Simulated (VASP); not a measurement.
# Cu (C2/m) in VASP: a series of runs

The runs below take Cu through single point, with LDA.

All numbers are computed with VASP 6.6.1; they aren't measurements. Logs are shortened: lines on timing, memory, paths and dates and some standing lists are left out, and cuts for length are marked.

### Step 1. The cell of the first run

It takes space group C2/m (No. 12, monoclinic). Conventional cell: a = 4.457 Å, b = 2.573 Å, c = 4.168 Å, α = 90.00°, β = 90.00°, γ = 90.00°. Cu (site symmetry m) has 12 Cu at 2.35 to 2.82 Å within 3.1 Å.

### Step 2. Single point, LDA (shortest bond scaled by 1.1)

File INCAR:

```
PREC = Accurate
ENCUT = 520
EDIFF = 1E-6
ISMEAR = -1
SIGMA = 0.05
LREAL = F
LASPH = T
NELM = 100
ALGO = Normal
ISIF = 2
LWAVE = F
LCHARG = F
GGA = CA
NBANDS = 18
```

File KPOINTS:

```
regular mesh
0
Gamma
  13 13 7
```

File POSCAR:

```
Cu
1.0
    2.5730649657      0.0000000000      0.0000000000
   -1.2865324828      2.2283396258      0.0000000000
    0.0000000000      0.0000000000      4.1683652444
Cu
2
Direct
    0.3666666667      0.6833333333      0.2750000000
    0.6333333333      0.3166666667      0.7250000000
```

Potentials or basis: VASP PAW LDA potentials, release 64 (Cu).

Launch:

```
$ cat potpaw_LDA.64/Cu/POTCAR > POTCAR
$ mpirun -np 1 vasp_std > vasp.out
```

OUTCAR:

```text
PREC = Accurate
   ENCUT = 520
   EDIFF = 1E-6
   ISMEAR = -1
   LREAL = F
   LASPH = T
   NELM = 100
   ISIF = 2
   GGA = CA

 ion  position               nearest neighbor table
   1  0.367  0.683  0.275-   2 2.35   2 2.35   2 2.49   2 2.70   2 2.70
   2  0.633  0.317  0.725-   1 2.35   1 2.35   1 2.49   1 2.70   1 2.70

  LATTYP: Found a hexagonal cell.
 ALAT       =     2.5730649657
 C/A-ratio  =     1.6200000000

  Lattice vectors:

 A1 = (   2.5730649657,   0.0000000000,   0.0000000000)
 A2 = (  -1.2865324828,   2.2283396258,   0.0000000000)
 A3 = (   0.0000000000,   0.0000000000,   4.1683652444)

Analysis of symmetry for initial positions (statically):
=====================================================================
 Subroutine PRICEL returns:
 Original cell was already a primitive cell.

 Routine SETGRP: Setting up the symmetry group for a
 hexagonal supercell.

 Subroutine GETGRP returns: Found  4 space group operations
 (whereof  4 operations were pure point group operations)
 out of a pool of 24 trial point group operations.

The static configuration has the point symmetry C_2h.

Analysis of symmetry for dynamics (positions and initial velocities):
=====================================================================
 Subroutine PRICEL returns:
 Original cell was already a primitive cell.

 Routine SETGRP: Setting up the symmetry group for a
 hexagonal supercell.

 Subroutine GETGRP returns: Found  4 space group operations
 (whereof  4 operations were pure point group operations)
 out of a pool of 24 trial point group operations.

The dynamic configuration has the point symmetry C_2h.

 Subroutine INISYM returns: Found  4 space group operations
 (whereof  4 operations are pure point group operations),
 and found     1 'primitive' translations

----------------------------------------------------------------------------------------

                                     Primitive cell

  volume of cell :      23.9000

  direct lattice vectors                    reciprocal lattice vectors
     2.573064966  0.000000000  0.000000000     0.388641567  0.224382313  0.000000000
    -1.286532483  2.228339626  0.000000000     0.000000000  0.448764627  0.000000000
     0.000000000  0.000000000  4.168365244     0.000000000  0.000000000  0.239902202

  length of vectors
     2.573064966  2.573064966  4.168365244     0.448764627  0.448764627  0.239902202

  position of ions in fractional coordinates (direct lattice)
     0.366666667  0.683333333  0.275000000
     0.633333333  0.316666667  0.725000000

  ion indices of the primitive-cell ions
   primitive index   ion index
                 1           1
                 2           2

----------------------------------------------------------------------------------------

 KPOINTS: regular mesh

Automatic generation of k-mesh.
 Grid dimensions read from file:
 generate k-points for:   13   13    7

 Generating k-lattice:

  Cartesian coordinates                     Fractional coordinates (reciprocal lattice)
     0.029895505  0.017260178  0.000000000     0.076923077 -0.000000000  0.000000000
     0.000000000  0.034520356  0.000000000     0.000000000  0.076923077  0.000000000
     0.000000000  0.000000000  0.034271743     0.000000000  0.000000000  0.142857143

  Length of vectors
     0.034520356  0.034520356  0.034271743

  Shift w.r.t. Gamma in fractional coordinates (k-lattice)
     0.000000000  0.000000000  0.000000000

 Subroutine IBZKPT returns following result:
 ===========================================

 Found    322 irreducible k-points:

 Following reciprocal coordinates:
            Coordinates               Weight
  0.000000  0.000000  0.000000      1.000000
  0.076923  0.000000  0.000000      2.000000
  0.000000  0.076923  0.000000      4.000000
  0.153846  0.000000  0.000000      2.000000
  0.000000  0.153846  0.000000      4.000000
  0.230769  0.000000  0.000000      2.000000
[... 16 lines left out ...]
 -0.076923  0.384615  0.000000      4.000000
 -0.384615  0.307692  0.000000      4.000000
 [... further k-points ...]
   k-points           NKPTS =    322   k-points in BZ     NKDIM =    322   number of bands    NBANDS=     18
   number of dos      NEDOS =    301   number of ions     NIONS =      2
   total plane-waves  NPLWV =  12800
   dimension x,y,z NGX =    20 NGY =   20 NGZ =   32
   dimension x,y,z NGXF=    40 NGYF=   40 NGZF=   64
   ions per type =               2
   NGX,Y,Z   is equivalent  to a cutoff of  12.92, 12.92, 12.76 a.u.
   NGXF,Y,Z  is equivalent  to a cutoff of  25.84, 25.84, 25.52 a.u.
 SYSTEM =  unknown system
   PREC   = accura    normal or accurate (medium, high low for compatibility)
   ISTART =      0    job   : 0-new  1-cont  2-samecut
   ICHARG =      2    charge: 1-file 2-atom 10-const
   ISPIN  =      1    spin polarized calculation?
   LNONCOLLINEAR =      F non collinear calculations
   LSORBIT =      F    spin-orbit coupling
   LASPH  =      T    aspherical Exc in radial PAW
   ENCUT  =  520.0 eV  38.22 Ry    6.18 a.u.   4.78  4.78  7.75*2*pi/ulx,y,z
   NELM   =    100;   NELMIN=  2; NELMDL= -5     # of ELM steps
   EDIFF  = 0.1E-05   stopping-criterion for ELM
   LREAL  =      F    real-space projection
   EDIFFG = 0.1E-04   stopping-criterion for IOM
   NSW    =      0    number of steps for IOM
   IBRION =     -1    ionic relax: 0-MD 1-quasi-New 2-CG
   NFREE  =      0    steps in history (QN), initial steepest desc. (CG)
   ISIF   =      2    stress and relaxation
   ISYM   =      2    0-nonsym 1-usesym 2-fastsym
   POTIM  = 0.5000    time-step for ionic-motion
   TEBEG  =    0.0;   TEEND  =   0.0 temperature during run
   PSTRESS=    0.0 pullay stress
   NELECT =      22.0000    total number of electrons
   NUPDOWN=      -1.0000    fix difference up-down
   EMIN   =  10.00;   EMAX   =-10.00  energy-range for DOS
   EFERMI =   0.00;   METHOD = LEGACY
   ISMEAR =    -1;   SIGMA  =   0.05  broadening in eV -4-tet -1-fermi 0-gaus
   EFERMI_NEDOS =   21; number of points for ismear=-14 and -15
   IALGO  =     38    algorithm
   IMIX   =      4    mixing-type and parameters
     AMIX     =   0.40;   BMIX     =  1.00
     AMIX_MAG =   1.60;   BMIX_MAG =  1.00
  volume/ion in A,a.u.               =      11.95        80.64
  Fermi-wavevector in a.u.,A,eV,Ry     =   1.592513  3.009414 34.505720  2.536099
  Thomas-Fermi vector in A             =   2.690887
   LORBIT       =      0    0 simple, 1 ext, 2 COOP (PROOUT), +10 PAW based schemes
   GGA     = CA    functional components
   LHFCALC =     F    Hartree Fock is set to
   AEXX    =    0.0000 exact exchange contribution
   IVDW    =     0    specifies the selected vdW correction
   LEPSILON=     F    determine dielectric tensor
   LRPA    =     F    only Hartree local field effects (RPA)
 non-spin polarized calculation
  energy-cutoff  :      520.00
  volume of cell :       23.90
 maximum number of plane-waves:       656
   NGX =  9   NGY =  9   NGZ = 15

 number of electron      22.0000012 magnetization

 Free energy of the ion-electron system (eV)
  ---------------------------------------------------
  ext. energy  EPLUGINS =         0.00000000
  ---------------------------------------------------
  free energy    TOTEN  =        -9.17298474 eV

  energy without entropy =       -9.16958662  energy(sigma->0) =       -9.17128568

 E-fermi :   7.2152     XC(G=0): -13.0086

 val. band max:        7.2012790425   @ k =  -0.1538   0.0000   0.1429
 cond. band min:       7.2234574738   @ k =  -0.3077   0.1538   0.2857
 fundamental gap:      0.0221784313
 Fermi energy:         7.2151902148

 k-point     1 :       0.0000    0.0000    0.0000
  band No.  band energies     occupation
      1      -2.0995      2.00000
      2       2.0702      2.00000
      3       4.0528      2.00000
      4       4.1016      2.00000
      5       4.1751      2.00000
      6       4.2228      2.00000
[... 10 lines left out ...]
     17      29.5355      0.00000
     18      30.5468      0.00000

 k-point     2 :       0.0769    0.0000    0.0000
  band No.  band energies     occupation
      1      -1.9120      2.00000
      2       2.1710      2.00000
      3       3.9561      2.00000
      4       4.1630      2.00000
      5       4.1959      2.00000
      6       4.2405      2.00000
[... 10 lines left out ...]
     17      31.5982      0.00000
     18      32.1845      0.00000

 k-point     3 :       0.0000    0.0769    0.0000
  band No.  band energies     occupation
      1      -1.9110      2.00000
      2       2.1779      2.00000
      3       3.9543      2.00000
      4       4.1325      2.00000
      5       4.2005      2.00000
      6       4.2412      2.00000
[... 10 lines left out ...]
     17      31.2054      0.00000
     18      31.8617      0.00000

 k-point     4 :       0.1538    0.0000    0.0000
  band No.  band energies     occupation
      1      -1.3609      2.00000
      2       2.4273      2.00000
      3       3.7395      2.00000
      4       4.1644      2.00000
      5       4.2080      2.00000
      6       4.2490      2.00000
[... 10 lines left out ...]
     17      29.4352      0.00000
     18      30.6458      0.00000

 k-point     5 :       0.0000    0.1538    0.0000
  band No.  band energies     occupation
      1      -1.3565      2.00000
      2       2.4618      2.00000
      3       3.7547      2.00000
      4       4.0196      2.00000
      5       4.2258      2.00000
      6       4.3841      2.00000
[... 10 lines left out ...]
     17      29.3761      0.00000
     18      30.5831      0.00000

 k-point     6 :       0.2308    0.0000    0.0000
  band No.  band energies     occupation
      1      -0.4903      2.00000
      2       2.6835      2.00000
      3       3.4194      2.00000
      4       3.8924      2.00000
      5       4.1465      2.00000
      6       4.1727      2.00000
[... 10 lines left out ...]
     17      26.1578      0.00000
     18      27.9461      0.00000

 k-point     7 :       0.0000    0.2308    0.0000
  band No.  band energies     occupation
      1      -0.4769      2.00000
      2       2.7758      2.00000
      3       3.4928      2.00000
      4       3.8002      2.00000
      5       4.0845      2.00000
      6       4.2576      2.00000
[... 10 lines left out ...]
     17      26.1150      0.00000
     18      27.6685      0.00000

 k-point     8 :       0.3077    0.0000    0.0000
  band No.  band energies     occupation
      1       0.5835      2.00000
      2       2.7447      2.00000
      3       3.0879      2.00000
      4       3.8222      2.00000
      5       4.0570      2.00000
      6       4.2857      2.00000
[... 10 lines left out ...]
     17      23.5756      0.00000
     18      26.6228      0.00000
[... 229 lines left out ...]
     17      25.2960      0.00000
     18      28.5249      0.00000

 k-point    20 :      -0.0769    0.3077    0.0000
  band No.  band energies     occupation
      1       0.1823      2.00000
      2       2.9147      2.00000
      3       3.3420      2.00000
      4       3.6708      2.00000
      5       4.0251      2.00000
      6       4.2074      2.00000
[... 10 lines left out ...]
     17      25.1917      0.00000
     18      28.3074      0.00000

 k-point    21 :      -0.3077    0.2308    0.0000
  band No.  band energies     occupation
      1       0.1768      2.00000
      2       2.9147      2.00000
      3       3.3037      2.00000
      4       3.6659      2.00000
      5       3.9734      2.00000
      6       4.3365      2.00000
[... 10 lines left out ...]
     17      25.2322      0.00000
     18      28.2586      0.00000

 k-point    22 :       0.3077    0.0769    0.0000
  band No.  band energies     occupation
      1       1.2273      2.00000
      2       2.7615      2.00000
      3       2.9687      2.00000
      4       3.7667      2.00000
      5       4.0164      2.00000
      6       4.3592      2.00000
[... 10 lines left out ...]
     17      22.4613      0.00000
     18      27.6046      0.00000

 k-point    23 :      -0.0769    0.3846    0.0000
  band No.  band energies     occupation
      1       1.2892      2.00000
      2       2.8655      2.00000
      3       3.0957      2.00000
      4       3.6770      2.00000
      5       4.0283      2.00000
      6       4.2525      2.00000
[... 10 lines left out ...]
     17      22.2521      0.00000
     18      27.4131      0.00000

 k-point    24 :      -0.3846    0.3077    0.0000
  band No.  band energies     occupation
      1       1.2849      2.00000
      2       2.8784      2.00000
      3       3.0755      2.00000
      4       3.6591      2.00000
      5       4.0686      2.00000
      6       4.2271      2.00000
[... 10 lines left out ...]
     17      22.2722      0.00000
     18      27.4167      0.00000

 [... further k-points ...]

------------------------ aborting loop because EDIFF is reached ----------------------------------------

  FORCE on cell =-STRESS in cart. coord.  units (eV):
  Direction    XX          YY          ZZ          XY          YZ          ZX
  --------------------------------------------------------------------------------------
  -------------------------------------------------------------------------------------
  Total       -1.7696523     -1.4909019     -0.4546243     -0.2414049      0.1345763      0.2330931
  in kB     -118.6316636    -99.9451540    -30.4765180    -16.1829920      9.0215547     15.6257941
  external PRESSURE =     -83.0177785 kB  Pullay stress =       0.0000000 kB

 VOLUME and BASIS-vectors are now :
 -----------------------------------------------------------------------------
  energy-cutoff  :      520.00
  volume of cell :       23.90
      direct lattice vectors                 reciprocal lattice vectors
     2.573064966  0.000000000  0.000000000     0.388641567  0.224382313  0.000000000
    -1.286532483  2.228339626  0.000000000     0.000000000  0.448764627  0.000000000
     0.000000000  0.000000000  4.168365244     0.000000000  0.000000000  0.239902202

 POSITION                                       TOTAL-FORCE (eV/Angst)
 -----------------------------------------------------------------------------------
      0.06433      1.52270      1.14630        -0.162037     -0.093552     -1.354277
      1.22221      0.70564      3.02206         0.162037      0.093552      1.354277
 -----------------------------------------------------------------------------------
    total drift:                               -0.000000      0.000000     -0.000000

  FREE ENERGIE OF THE ION-ELECTRON SYSTEM (eV)
  ---------------------------------------------------
  free  energy   TOTEN  =        -9.1729847415 eV

  energy  without entropy=       -9.1695866159  energy(sigma->0) =       -9.17128568
```

Wall time 37 s (1 thread of Intel Xeon 6975P-C (Granite Rapids), shared host); peak memory 0.21 GiB.

What came out:

- Free energy: -9.1730 eV
- Pressure: -8.3 GPa
- Largest force: 1.367 eV/Å
- Band gap on the k mesh: zero (band 11 reaches 10.18 eV, above the bottom of band 12 at 5.41 eV)

Forces in eV/Å, atoms in the order of the input:
```
Cu  -0.162 -0.094 -1.354
Cu   0.162  0.094  1.354
```

Levels at points of the mesh, in eV from the Fermi level:
| k point | band 9 | band 10 | band 11 | band 12 | band 13 | band 14 |
| --- | --- | --- | --- | --- | --- | --- |
| (0.00, 0.00, 0.00) | -2.31 | -1.89 | -1.60 | -0.74 | 3.61 | 20.90 |

Caveat: the cell differs from its parent crystal (shortest bond scaled by 1.1); forces of over 1 eV/Å act on the atoms, so gaps and moduli don't describe the material at rest.

[end of part 1 of 2]
